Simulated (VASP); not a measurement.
Wanted: the native input for a VASP 6.6.1 run.

```yaml
Task: single point
Functional: PBE
Potentials_or_basis: VASP PAW PBE potentials, release 64 (In_d, P)
Cutoff: 520 eV
k_mesh: 8 × 8 × 8
Occupations: fermi-dirac, width 0.02 eV
Spin: no spin polarisation
Dipole_correction: no
Further_INCAR_settings: ALGO = Normal; EDIFF = 1e-06; NBANDS = 16
```

The structure of InP lies in POSCAR:

```
InP
1.0
    0.0000000000      2.9538132889      2.9538132889
    2.9538132889      0.0000000000      2.9538132889
    2.9538132889      2.9538132889      0.0000000000
In P
1 1
Direct
    0.0000000000      0.0000000000      0.0000000000
    0.2500000000      0.2500000000      0.2500000000
```

One way to write it, as run:

INCAR

```
PREC     = Accurate       # precision mode
ENCUT    = 520            # plane-wave cutoff, eV
EDIFF    = 1E-6           # SCF threshold, eV
ISMEAR   = -1             # smearing method
SIGMA    = 0.02           # smearing width, eV
LREAL    = F              # projectors in reciprocal space
LASPH    = T              # aspherical terms in the spheres
NELM     = 100            # most SCF steps
ALGO     = Normal         # electronic algorithm
ISIF     = 2              # what is computed and relaxed
LWAVE    = F              # write WAVECAR
LCHARG   = F              # write CHGCAR
GGA      = PE             # functional
NBANDS   = 16             # bands
```

KPOINTS

```
Automatic mesh
0
Gamma
  8 8 8
```

Potentials or basis: VASP PAW PBE potentials, release 64 (In_d, P).

Launch:

```console
$ cat potpaw_PBE.64/In_d/POTCAR potpaw_PBE.64/P/POTCAR > POTCAR
$ mpirun -np 1 vasp_std > vasp.out
```

Results of the run:

```json
{
 "Pressure": "1.6 GPa",
 "Band gap on the k mesh": "0.58 eV"
}
```

Caveat: semilocal functionals underestimate gaps, and a narrow one can read as zero; spin-orbit coupling is left out, which moves the levels of the heavy elements.

Run time: 30 s on 1 thread of Intel Xeon 8259CL, on a shared host, peak memory 0.18 GiB.
